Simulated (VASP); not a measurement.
# TeAs (Fm-3m) in VASP: notebook

TeAs is run at these levels: LDA; tasks: single point, relaxation of cell and atoms.

All numbers are computed with VASP 6.6.1; they aren't measurements. Logs are shortened: lines on timing, memory, paths and dates and some standing lists are left out, and cuts for length are marked.

## (1) The cell of the first run

The structure is cubic, space group Fm-3m (No. 225). Conventional cell: a = 5.809 Å, b = 5.809 Å, c = 5.809 Å, α = 90.00°, β = 90.00°, γ = 90.00°. Te (site symmetry m-3m) has 6 As at 2.90 Å within 3.8 Å. Within 3.8 Å of As (site symmetry m-3m) lie 6 Te at 2.90 Å.

## (2) Single point, LDA

The input, INCAR:

```
SYSTEM = TeAs
PREC     = Accurate       ! precision mode
ENCUT    = 520            ! plane-wave cutoff, eV
EDIFF    = 1E-7           ! SCF threshold, eV
ISMEAR   = -1             ! smearing method
SIGMA    = 0.02           ! smearing width, eV
LREAL    = .FALSE.        ! projectors in reciprocal space
LASPH    = .TRUE.         ! aspherical terms in the spheres
NELM     = 60             ! most SCF steps
ALGO     = Normal         ! electronic algorithm
ISIF     = 2              ! what is computed and relaxed
LWAVE    = .FALSE.        ! write WAVECAR
LCHARG   = .FALSE.        ! write CHGCAR
GGA      = CA             ! functional
NBANDS   = 12             ! bands
```

The input, KPOINTS:

```
regular mesh
0
G
  14 14 14
  0 0 0
```

The input, POSCAR:

```
TeAs
1.0
    0.0000000000      2.9047461905      2.9047461905
    2.9047461905      0.0000000000      2.9047461905
    2.9047461905      2.9047461905      0.0000000000
Te As
1 1
Direct
    0.0000000000      0.0000000000      0.0000000000
    0.5000000000      0.5000000000      0.5000000000
```

Potentials or basis: VASP PAW LDA potentials, release 64 (Te, As).

Command:

```bash
$ cat potpaw_LDA.64/Te/POTCAR potpaw_LDA.64/As/POTCAR > POTCAR
$ mpirun -np 1 vasp_std > vasp.out
```

OUTCAR:

```text
SYSTEM = TeAs
   PREC = Accurate
   ENCUT = 520
   EDIFF = 1E-7
   ISMEAR = -1
   LREAL = .FALSE.
   LASPH = .TRUE.
   NELM = 60
   ISIF = 2
   GGA = CA

 ion  position               nearest neighbor table
   1  0.000  0.000  0.000-   2 2.90   2 2.90   2 2.90   2 2.90   2 2.90   2 2.90
   2  0.500  0.500  0.500-   1 2.90   1 2.90   1 2.90   1 2.90   1 2.90   1 2.90

  LATTYP: Found a face centered cubic cell.
 ALAT       =     5.8094923810

  Lattice vectors:

 A1 = (   0.0000000000,   2.9047461905,   2.9047461905)
 A2 = (   2.9047461905,   0.0000000000,   2.9047461905)
 A3 = (   2.9047461905,   2.9047461905,   0.0000000000)

Analysis of symmetry for initial positions (statically):
=====================================================================
 Subroutine PRICEL returns:
 Original cell was already a primitive cell.

 Routine SETGRP: Setting up the symmetry group for a
 face centered cubic supercell.

 Subroutine GETGRP returns: Found 48 space group operations
 (whereof 48 operations were pure point group operations)
 out of a pool of 48 trial point group operations.

The static configuration has the point symmetry O_h .

Analysis of symmetry for dynamics (positions and initial velocities):
=====================================================================
 Subroutine PRICEL returns:
 Original cell was already a primitive cell.

 Routine SETGRP: Setting up the symmetry group for a
 face centered cubic supercell.

 Subroutine GETGRP returns: Found 48 space group operations
 (whereof 48 operations were pure point group operations)
 out of a pool of 48 trial point group operations.

The dynamic configuration has the point symmetry O_h .

 Subroutine INISYM returns: Found 48 space group operations
 (whereof 48 operations are pure point group operations),
 and found     1 'primitive' translations

----------------------------------------------------------------------------------------

                                     Primitive cell

  volume of cell :      49.0179

  direct lattice vectors                    reciprocal lattice vectors
     0.000000000  2.904746191  2.904746191    -0.172132079  0.172132079  0.172132079
     2.904746191  0.000000000  2.904746191     0.172132079 -0.172132079  0.172132079
     2.904746191  2.904746191  0.000000000     0.172132079  0.172132079 -0.172132079

  length of vectors
     4.107931458  4.107931458  4.107931458     0.298141506  0.298141506  0.298141506
[... 82 lines left out ...]
   LREAL  =      F    real-space projection
   EDIFFG = 0.1E-05   stopping-criterion for IOM
   NSW    =      0    number of steps for IOM
   IBRION =     -1    ionic relax: 0-MD 1-quasi-New 2-CG
   NFREE  =      0    steps in history (QN), initial steepest desc. (CG)
   ISIF   =      2    stress and relaxation
   ISYM   =      2    0-nonsym 1-usesym 2-fastsym
   POTIM  = 0.5000    time-step for ionic-motion
   TEBEG  =    0.0;   TEEND  =   0.0 temperature during run
   PSTRESS=    0.0 pullay stress
   NELECT =      11.0000    total number of electrons
   NUPDOWN=      -1.0000    fix difference up-down
   EMIN   =  10.00;   EMAX   =-10.00  energy-range for DOS
   EFERMI =   0.00;   METHOD = LEGACY
   ISMEAR =    -1;   SIGMA  =   0.02  broadening in eV -4-tet -1-fermi 0-gaus
   EFERMI_NEDOS =   21; number of points for ismear=-14 and -15
   IALGO  =     38    algorithm
   IMIX   =      4    mixing-type and parameters
     AMIX     =   0.40;   BMIX     =  1.00
     AMIX_MAG =   1.60;   BMIX_MAG =  1.00
  volume/ion in A,a.u.               =      24.51       165.39
  Fermi-wavevector in a.u.,A,eV,Ry     =   0.994842  1.879979 13.465836  0.989711
  Thomas-Fermi vector in A             =   2.126821
   LORBIT       =      0    0 simple, 1 ext, 2 COOP (PROOUT), +10 PAW based schemes
   GGA     = CA    functional components
   LHFCALC =     F    Hartree Fock is set to
   AEXX    =    0.0000 exact exchange contribution
   IVDW    =     0    specifies the selected vdW correction
   LEPSILON=     F    determine dielectric tensor
   LRPA    =     F    only Hartree local field effects (RPA)
 non-spin polarized calculation
  energy-cutoff  :      520.00
  volume of cell :       49.02
 maximum number of plane-waves:      1363
   NGX = 15   NGY = 15   NGZ = 15

 number of electron      10.9999999 magnetization

 Free energy of the ion-electron system (eV)
  ---------------------------------------------------
  ext. energy  EPLUGINS =         0.00000000
  ---------------------------------------------------
  free energy    TOTEN  =        -9.07016787 eV

  energy without entropy =       -9.06926863  energy(sigma->0) =       -9.06971825

 E-fermi :   7.0916     XC(G=0): -10.2377

 val. band max:        7.0682652004   @ k =  -0.3571   0.3571   0.1429
 cond. band min:       7.1398579328   @ k =  -0.3571   0.1429   0.0000
 fundamental gap:      0.0715927324
 Fermi energy:         7.0915801870

 k-point     1 :       0.0000    0.0000    0.0000
  band No.  band energies     occupation
      1      -7.6076      2.00000
      2       0.3556      2.00000
      3       4.4111      2.00000
      4       4.4111      2.00000
      5       4.4111      2.00000
      6       9.5819      0.00000
      7       9.5819      0.00000
      8       9.5819      0.00000
      9      11.9631      0.00000
     10      11.9631      0.00000
     11      11.9631      0.00000
     12      14.1565      0.00000
[... 331 lines left out ...]
 k-point    24 :       0.2857    0.1429    0.0000
  band No.  band energies     occupation
      1      -6.7527      2.00000
      2      -1.6827      2.00000
      3       3.6497      2.00000
      4       3.7940      2.00000
      5       5.0287      2.00000
      6       7.2846      0.00013
      7       9.2476      0.00000
      8       9.4086      0.00000
      9      10.9107      0.00000
     10      14.3345      0.00000
     11      14.5437      0.00000
     12      15.9772      0.00000

 [... further k-points ...]
[... 5 lines left out ...]
  --------------------------------------------------------------------------------------
  -------------------------------------------------------------------------------------
  Total        0.0480901      0.0480901      0.0480901      0.0000000      0.0000000     -0.0000000
  in kB        1.5718522      1.5718522      1.5718522      0.0000000      0.0000000     -0.0000000
  external PRESSURE =       1.5718522 kB  Pullay stress =       0.0000000 kB

 VOLUME and BASIS-vectors are now :
 -----------------------------------------------------------------------------
  energy-cutoff  :      520.00
  volume of cell :       49.02
      direct lattice vectors                 reciprocal lattice vectors
     0.000000000  2.904746191  2.904746191    -0.172132079  0.172132079  0.172132079
     2.904746191  0.000000000  2.904746191     0.172132079 -0.172132079  0.172132079
     2.904746191  2.904746191  0.000000000     0.172132079  0.172132079 -0.172132079

 POSITION                                       TOTAL-FORCE (eV/Angst)
 -----------------------------------------------------------------------------------
      0.00000      0.00000      0.00000         0.000000      0.000000      0.000000
      2.90475      2.90475      2.90475         0.000000     -0.000000      0.000000
 -----------------------------------------------------------------------------------
    total drift:                                0.000000     -0.000000     -0.000000

  FREE ENERGIE OF THE ION-ELECTRON SYSTEM (eV)
  ---------------------------------------------------
  free  energy   TOTEN  =        -9.0701678746 eV

  energy  without entropy=       -9.0692686350  energy(sigma->0) =       -9.06971825
```

stdout:

```text
POSCAR found type information on POSCAR TeAs
 POSCAR found :  2 types and       2 ions
 scaLAPACK will be used
 LDA part: xc-table for (Slater(with rela. corr.)+CA(PZ))
 , standard interpolation
 POSCAR, INCAR and KPOINTS ok, starting setup
 FFT: planning ... GRIDC
 FFT: planning ... GRID_SOFT
 FFT: planning ... GRID
 WAVECAR not read
 entering main loop
```

Wall time 32 s (1 thread of Intel Xeon Platinum 8259CL at 2.50GHz (Skylake/Cascade Lake), shared host); peak memory 0.2 GiB.

Results:

* Free energy: -9.0702 eV
* Pressure: 0.2 GPa

Caveat: spin-orbit coupling is left out, which moves the levels of the heavy elements.

(Part 1 of 2 ends here.)
